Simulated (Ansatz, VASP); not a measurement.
## Mo: VASP beside Ansatz

```
Mo
1.0
     0.00000    2.62826    2.62826
     2.62826    0.00000    2.62826
     2.62826    2.62826    0.00000
Mo
2
Cartesian
  2.6283 2.6283 2.6283
  3.9424 3.9424 3.9424
```

Alike in both runs: task relaxation of cell and atoms; functional PBEsol; k mesh 6 × 6 × 6; occupations gaussian, width 0.1 eV; no spin polarisation.

|  | VASP | Ansatz |
| --- | --- | --- |
| version | VASP 6.6.1 | Ansatz 0.2.0 |
| potentials or method | VASP PAW PBE potentials, release 64 (Mo_sv), cutoff 600 eV | scalar-relativistic, plane waves, PAW |
| valence electrons in the cell | 28 | 28 |

```tsv
	VASP	Ansatz	Ansatz less VASP
gap on the k mesh at the Fermi level, each at its own relaxed structure (eV)	none	none	-
relaxed volume (Å³/atom)	22.13	22.04	-0.090
relaxed cell length with the largest relative difference (Å)	3.970	3.965	-0.0054
```

VASP's potentials were made for PBE, not for PBEsol. A gap of «none» marks a metal or a gap that the smearing closes.

Noted on VASP's run: the volume moved by over 15 % at a fixed basis, so the end points are rough.
